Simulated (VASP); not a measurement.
SiC: single point with PBE

Crystal: SiC.

```xyz
4
Lattice="2.9831 0.0000 0.0000 -1.4915 2.5834 0.0000 0.0000 0.0000 5.0762" Properties=species:S:1:pos:R:3 pbc="T T T"
Si    0.0000    1.7223    0.0083
Si    1.4915    0.8611    2.5464
C     0.0000    1.7223    1.8953
C     1.4915    0.8611    4.4334
```

This cell differs from its parent crystal: epitaxial xy strain -3.0%.

* Program: VASP 6.6.1
* Task: single point
* Functional: PBE
* Potentials or basis: VASP PAW PBE potentials, release 64 (Si, C)
* Cutoff: 520 eV
* k mesh: 6 × 6 × 4
* Occupations: gaussian, width 0.01 eV
* Spin: no spin polarisation

```yaml
Pressure: 17.6 GPa
Largest_force: 0.039 eV/Å
Band_gap_on_the_k_mesh: 1.86 eV, indirect (least direct gap 4.35 eV)
```

Forces on the atoms (eV/Å):
```
Si   0.000  0.000  0.039
Si   0.000  0.000  0.039
C    0.000  0.000 -0.039
C    0.000  0.000 -0.039
```

Stress tensor (GPa, compression positive):
```
24.57  0.00  0.00
 0.00 24.57  0.00
 0.00  0.00  3.80
```

Levels at points of the mesh, in eV from the valence-band top:
```
           k point  band 6  band 7  band 8  band 9  band 10  band 11
(0.00, 0.00, 0.00)   -0.53    0.00    0.00    5.76     5.87     7.21
(0.50, 0.00, 0.00)   -3.61   -3.32   -1.31    3.04     3.87     7.25
(0.00, 0.00, 0.50)   -0.63   -0.63   -0.63    6.69     6.69     7.84
(0.50, 0.00, 0.50)   -2.72   -2.48   -2.48    3.12     3.12     5.32
```

Wall time 14 s on 1 thread of Intel Xeon 8259CL, with other jobs on the host, peak memory 0.15 GiB.

Caveat: the cell differs from its parent crystal (epitaxial xy strain -3.0%). A k mesh can miss the band edges.
